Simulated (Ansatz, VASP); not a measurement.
CsSnI3: VASP beside Ansatz

The input INCAR:

```
SYSTEM = CsSnI3
PREC = Accurate
ENCUT = 520
EDIFF = 1E-6
ISMEAR = 0
SIGMA = 0.02
LREAL = .False.
LASPH = .True.
NELM = 100
ALGO = Normal
ISIF = 2
LWAVE = .False.
LCHARG = .False.
GGA = PE
NBANDS = 30
```

Contents of KPOINTS:

```
Automatic mesh
0
Gamma
  6 6 6
  0 0 0
```

POSCAR

```
CsSnI3
1.0
    6.1641737031      0.0000000000      0.0000000000
    0.0000000000      6.1641737031      0.0000000000
    0.0000000000      0.0000000000      6.1641737031
Cs Sn I
1 1 3
Direct
    0.0000000000      0.0000000000      0.0000000000
    0.5000000000      0.5000000000      0.5000000000
    0.0000000000      0.5000000000      0.5000000000
    0.5000000000      0.0000000000      0.5000000000
    0.5000000000      0.5000000000      0.0000000000
```

Input for Ansatz:

```yaml
crystal:
  lattice:
    - [6.1641737031, 0.0, 0.0]
    - [0.0, 6.1641737031, 0.0]
    - [0.0, 0.0, 6.1641737031]
  atoms:
    - { symbol: Cs, position: [0.0, 0.0, 0.0] }
    - { symbol: Sn, position: [0.5, 0.5, 0.5] }
    - { symbol: I, position: [0.0, 0.5, 0.5] }
    - { symbol: I, position: [0.5, 0.0, 0.5] }
    - { symbol: I, position: [0.5, 0.5, 0.0] }
basis:
  ecutwfc: 420
kpoints:
  mp_grid: { grid: [6, 6, 6] }
  band_path: { path: [VBM, CBM], npoints: 2 }
hamiltonian:
  xc: pbe
scf:
  occupations: { method: gaussian, width: 0.02 }
output:
  forces: true
  stress: true
  eigenvalues: true
checkpoint:
  read: start.run
  write: ck
  compress: false
  write_wavefunctions: false
  write_every: 100000
```

Alike in both runs: task single point; functional PBE; k mesh 6 × 6 × 6; occupations gaussian, width 0.02 eV; no spin polarisation.

|  | VASP | Ansatz |
| --- | --- | --- |
| version | VASP 6.6.1 | Ansatz 0.2.0 |
| potentials or method | VASP PAW PBE potentials, release 64 (Cs_sv, Sn_d, I), cutoff 520 eV | scalar-relativistic, plane waves, PAW |
| valence electrons in the cell | 44 | 74 |

|  | VASP | Ansatz | Ansatz less VASP |
| --- | --- | --- | --- |
| gap on the k mesh at the Fermi level (eV) | 0.22 | 0.22 | +0.006 |
| least direct gap on the mesh (eV) | 0.22 | 0.22 | +0.006 |
| pressure (GPa) | 1.0 | 1.0 | +0.01 |

The functional is the same, so the differences come from potentials, cutoffs and numerics. VASP's potentials hold 44 valence electrons a cell and Ansatz's 74, so a difference there can come from the potentials and not from the codes.

Neither program's run includes spin-orbit coupling.
